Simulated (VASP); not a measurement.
# InSb (I4/mmm) in VASP: a series of runs, part 2 of 2

VASP 6.6.1.

### 5 Single point, PBEsol (28.97 Å³/atom)

INCAR reads:

```
SYSTEM = InSb
  PREC = Accurate
  ENCUT = 520
  EDIFF = 1E-6
  ISMEAR = 0
  SIGMA = 0.15
  LREAL = .FALSE.
  LASPH = .TRUE.
  NELM = 80
  ALGO = Normal
  ISIF = 2
  LWAVE = .FALSE.
  LCHARG = .TRUE.
  GGA = PS
  LELF = .TRUE.
  LVHAR = .TRUE.
  NBANDS = 16
```

KPOINTS reads:

```
Automatic mesh
0
G
  14 14 14
  0 0 0
```

POSCAR reads:

```
InSb
1.0
    0.0000000000      3.1341099945      2.9495109158
    3.1341099945      0.0000000000      2.9495109158
    3.1341099945      3.1341099945      0.0000000000
In Sb
1 1
Direct
    0.0000000000      0.0000000000      0.0000000000
    0.5000000000      0.5000000000      0.5000000000
```

Potentials or basis: VASP PAW PBE potentials, release 64 (In_d, Sb).

Command:

```bash
$ cat potpaw_PBE.64/In_d/POTCAR potpaw_PBE.64/Sb/POTCAR > POTCAR
$ mpirun -np 1 vasp_std > vasp.out
```

OUTCAR:

```text
SYSTEM = InSb
   PREC = Accurate
   ENCUT = 520
   EDIFF = 1E-6
   ISMEAR = 0
   LREAL = .FALSE.
   LASPH = .TRUE.
   NELM = 80
   ISIF = 2
   GGA = PS

 ion  position               nearest neighbor table
   1  0.000  0.000  0.000-   2 2.95   2 2.95   2 3.13   2 3.13   2 3.13   2 3.13
   2  0.500  0.500  0.500-   1 2.95   1 2.95   1 3.13   1 3.13   1 3.13   1 3.13

  LATTYP: Found a body centered tetragonal cell.
 ALAT       =     4.4323008602
 C/A-ratio  =     1.3309163835

  Lattice vectors:

 A1 = (   0.0000000000,  -3.1341099945,  -2.9495109158)
 A2 = (   0.0000000000,   3.1341099945,  -2.9495109158)
 A3 = (   3.1341099945,   0.0000000000,   2.9495109158)

Analysis of symmetry for initial positions (statically):
=====================================================================
 Subroutine PRICEL returns:
 Original cell was already a primitive cell.

 Routine SETGRP: Setting up the symmetry group for a
 body centered tetragonal supercell.

 Subroutine GETGRP returns: Found 16 space group operations
 (whereof 16 operations were pure point group operations)
 out of a pool of 16 trial point group operations.

The static configuration has the point symmetry D_4h.

[... 160 lines left out ...]
 E-fermi :   6.4549     XC(G=0):  -9.8608

 val. band max:        6.4494343573   @ k =   0.3571   0.0000   0.0714
 cond. band min:       6.4660127554   @ k =   0.2143   0.0000   0.0714
 fundamental gap:      0.0165783981
 Fermi energy:         6.4549137565

 k-point     1 :       0.0000    0.0000    0.0000
  band No.  band energies     occupation
      1      -7.9010      2.00000
      2      -7.8715      2.00000
      3      -7.8582      2.00000
      4      -7.8582      2.00000
      5      -7.8379      2.00000
      6      -4.4868      2.00000
[... 433 lines left out ...]
      3      -7.8482      2.00000
      4      -7.8384      2.00000
      5      -7.8365      2.00000
      6      -3.6627      2.00000
[... 8 lines left out ...]
     15      15.1297      0.00000
     16      15.3199      0.00000

 [... further k-points ...]

------------------------ aborting loop because EDIFF is reached ----------------------------------------

  FORCE on cell =-STRESS in cart. coord.  units (eV):
  Direction    XX          YY          ZZ          XY          YZ          ZX
  --------------------------------------------------------------------------------------
  -------------------------------------------------------------------------------------
  Total       -1.4036439     -1.4036439      0.4258630      0.0000000     -0.0000000     -0.0000000
  in kB      -38.8113760    -38.8113760     11.7753022      0.0000000     -0.0000000     -0.0000000
  external PRESSURE =     -21.9491499 kB  Pullay stress =       0.0000000 kB

 VOLUME and BASIS-vectors are now :
 -----------------------------------------------------------------------------
  energy-cutoff  :      520.00
  volume of cell :       57.94
      direct lattice vectors                 reciprocal lattice vectors
     0.000000000  3.134109995  2.949510916    -0.159534924  0.159534924  0.169519630
     3.134109995  0.000000000  2.949510916     0.159534924 -0.159534924  0.169519630
     3.134109995  3.134109995  0.000000000     0.159534924  0.159534924 -0.169519630

 POSITION                                       TOTAL-FORCE (eV/Angst)
 -----------------------------------------------------------------------------------
      0.00000      0.00000      0.00000         0.000000     -0.000000      0.000000
      3.13411      3.13411      2.94951        -0.000000      0.000000      0.000000
 -----------------------------------------------------------------------------------
    total drift:                                0.000000     -0.000000     -0.000000

  FREE ENERGIE OF THE ION-ELECTRON SYSTEM (eV)
  ---------------------------------------------------
  free  energy   TOTEN  =        -7.4784727150 eV

  energy  without entropy=       -7.4616047004  energy(sigma->0) =       -7.47003871
```

It took 87 s on 1 thread of Intel Xeon Platinum 8488C (Sapphire Rapids), shared host; peak memory 0.37 GiB.

Results:

```yaml
Free_energy: -7.4785 eV
Pressure: -2.2 GPa
Band_gap_on_the_k_mesh: zero (bands 9 and 10 overlap by 2.83 eV)
```

Levels at points of the mesh, in eV from the Fermi level:
```csv
k point,band 5,band 6,band 7,band 8,band 9,band 10,band 11,band 12,band 13,band 14
"(0.00, 0.00, 0.00)",-14.29,-10.94,-0.52,-0.48,0.17,0.17,5.44,5.44,6.05,6.05
"(0.50, 0.00, 0.00)",-14.28,-9.17,-6.41,0.19,0.44,1.95,2.24,2.86,3.29,9.81
"(0.50, 0.50, 0.00)",-14.26,-8.16,-4.43,-3.70,-2.27,-2.27,3.03,8.02,8.02,10.28
"(0.50, 0.00, 0.50)",-14.26,-8.64,-4.41,-3.16,-2.36,-1.68,3.30,7.33,9.24,9.73
```

Caveat: the stress differs along the axes, from -4 to 1 GPa; the PAW data sets were made with another functional, which shifts forces and pressure a little; spin-orbit coupling is left out, which moves the levels of the heavy elements.

### 6 Single point, PBEsol (28.97 Å³/atom)

INCAR reads:

```
PREC = Accurate
ENCUT = 520
EDIFF = 1E-6
ISMEAR = 0
SIGMA = 0.15
LREAL = F
LASPH = T
NELM = 80
ALGO = Normal
ISIF = 2
LWAVE = F
LCHARG = F
GGA = PS
NBANDS = 16
```

KPOINTS reads:

```
Automatic mesh
0
Gamma
  14 14 14
```

POSCAR reads:

```
InSb
1.0
    0.0000000000      2.9495890446      3.3300860313
    2.9495890446      0.0000000000      3.3300860313
    2.9495890446      2.9495890446      0.0000000000
In Sb
1 1
Direct
    0.0000000000      0.0000000000      0.0000000000
    0.5000000000      0.5000000000      0.5000000000
```

Potentials or basis: VASP PAW PBE potentials, release 64 (In_d, Sb).

Command:

```bash
$ cat potpaw_PBE.64/In_d/POTCAR potpaw_PBE.64/Sb/POTCAR > POTCAR
$ mpirun -np 1 vasp_std > vasp.out
```

Run time: 98 s. Hardware: 1 thread of Intel Xeon Platinum 8488C (Sapphire Rapids), shared host; peak memory 0.37 GiB.

It converged, with:

| Item | Value |
| --- | --- |
| Free energy | -7.4041 eV |
| Pressure | -1.1 GPa |
| Band gap on the k mesh | zero (bands 9 and 10 overlap by 2.60 eV) |

Stress tensor (GPa, compression positive):
```
 1.21  0.00  0.00
 0.00  1.21  0.00
 0.00  0.00 -5.87
```

Levels at points of the mesh, in eV from the Fermi level:
```tsv
k point	band 7	band 8	band 9	band 10	band 11	band 12
(0.00, 0.00, 0.00)	-0.44	-0.44	-0.44	0.63	4.13	5.72
(0.50, 0.00, 0.00)	-6.48	-0.08	0.66	1.52	2.80	2.83
(0.50, 0.50, 0.00)	-4.37	-2.51	-1.82	-1.82	3.53	8.58
(0.50, 0.00, 0.50)	-4.48	-3.67	-2.91	-1.59	3.11	6.36
```

Caveat: the stress differs along the axes, from -6 to 1 GPa; the PAW data sets were made with another functional, which shifts forces and pressure a little; spin-orbit coupling is left out, which moves the levels of the heavy elements.

### 7 Summary

```csv
cell,gap on the mesh (eV),pressure (GPa)
"a = 4.249, b = 4.249, c = 4.615 Å, angles 57.1, 57.1, 65.8°, 2 atoms",none,1.5
"a = 4.392, b = 4.392, c = 4.257 Å, angles 61.0, 61.0, 58.0°, 2 atoms",none,-2.2
"a = 4.514, b = 4.514, c = 4.088 Å, angles 63.1, 63.1, 53.8°, 2 atoms",none,0.6
"a = 4.304, b = 4.304, c = 4.432 Å, angles 59.0, 59.0, 62.0°, 2 atoms",none,-2.2
"a = 4.449, b = 4.449, c = 4.171 Å, angles 62.0, 62.0, 55.9°, 2 atoms",none,-1.1
```

Alike in all rows: task single point; level PBEsol; potentials or basis VASP PAW PBE potentials, release 64 (In_d, Sb); no spin polarisation; k mesh 14 × 14 × 14; cutoff (eV) 520; smearing gaussian 0.15 eV.

Caveats: the PAW data sets were made with another functional, which shifts forces and pressure a little; spin-orbit coupling is left out, which moves the levels of the heavy elements; the stress differs along the axes, from -5 to 15 GPa (at least some runs); the stress differs along the axes, from -6 to 4 GPa (at least some runs); the stress differs along the axes, from -4 to 1 GPa (at least some runs); the stress differs along the axes, from -6 to 1 GPa (at least some runs).

Total energies depend on the potentials used, so only differences within one code and one set of settings carry meaning.

The gap in the log of VASP goes by the Fermi energy; the results here count the filled bands.